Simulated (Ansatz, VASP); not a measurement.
**Two plane-wave programs on CoO**

File INCAR:

```
SYSTEM = CoO
  ALGO = Normal
  EDIFF = 1E-8
  ENCUT = 520
  GGA = PS
  ISIF = 2
  ISMEAR = -1
  ISPIN = 2
  LASPH = .TRUE.
  LCHARG = .FALSE.
  LEFG = .TRUE.
  LMAXMIX = 4
  LORBIT = 11
  LREAL = .FALSE.
  LWAVE = .FALSE.
  MAGMOM = 2 0
  NBANDS = 18
  NELM = 150
  PREC = Accurate
  SIGMA = 0.05
```

The input KPOINTS:

```
k-points
0
G
  16 16 16
  0 0 0
```

The input POSCAR:

```
CoO
1.0
    0.0000000000      2.1595492692      2.1595492692
    2.1595492692      0.0000000000      2.1595492692
    2.1595492692      2.1595492692      0.0000000000
Co O
1 1
Direct
    0.0000000000      0.0000000000      0.0000000000
    0.5000000000      0.5000000000      0.5000000000
```

Input for Ansatz:

```yaml
crystal:
  lattice:
    - [0.0, 2.1595492692, 2.1595492692]
    - [2.1595492692, 0.0, 2.1595492692]
    - [2.1595492692, 2.1595492692, 0.0]
  atoms:
    - { symbol: Co, position: [0.0, 0.0, 0.0], spin: 2.0 }
    - { symbol: O, position: [0.5, 0.5, 0.5] }
magnetization:
  spin_polarized: true
kpoints:
  mp_grid: { grid: [16, 16, 16] }
scf:
  occupations: { method: fermi_dirac, width: 0.05 }
hamiltonian:
  xc: pbesol
  pseudopotentials: { kind: paw }
output:
  forces: true
  stress: true
  eigenvalues: true
  efg: { contact_densities: true }
  write_density: true
  write_potential: true
  elf: true
  volumetric_format: npy
```

Change from the starting cell: volume scaled by 1.04, PAW files.

Alike in both runs: task electric field gradients; functional PBEsol; k mesh 16 × 16 × 16; occupations fermi-dirac, width 0.05 eV; collinear spin.

|  | VASP | Ansatz |
| --- | --- | --- |
| version | VASP 6.6.1 | Ansatz 0.2.0 |
| potentials or method | VASP PAW PBE potentials, release 64 (Co, O) | PAW with Ansatz's default frozen-core files, scalar-relativistic |
| plane-wave cutoff (eV) | 520 | 420 |
| valence electrons in the cell | 15 | 23 |

VASP gave:

| Item | Value |
| --- | --- |
| pressure (GPa) | -16.7 |
| net moment per atom (μB) | 1.49 |
| size of the moment on the site where the two differ most (μB) | 2.60 |

Estimate Ansatz's values.

pressure (GPa): -16.4; net moment per atom (μB): 1.50; size of the moment on the site where the two differ most (μB): 2.54.

VASP's potentials were made for PBE, not for PBEsol. Site moments also hang on the region over which each program counts them. With one functional, cell and mesh, what is left measures potentials, basis and numerics. VASP's potentials hold 15 valence electrons a cell and Ansatz's 23, so a difference there can come from the potentials and not from the codes.
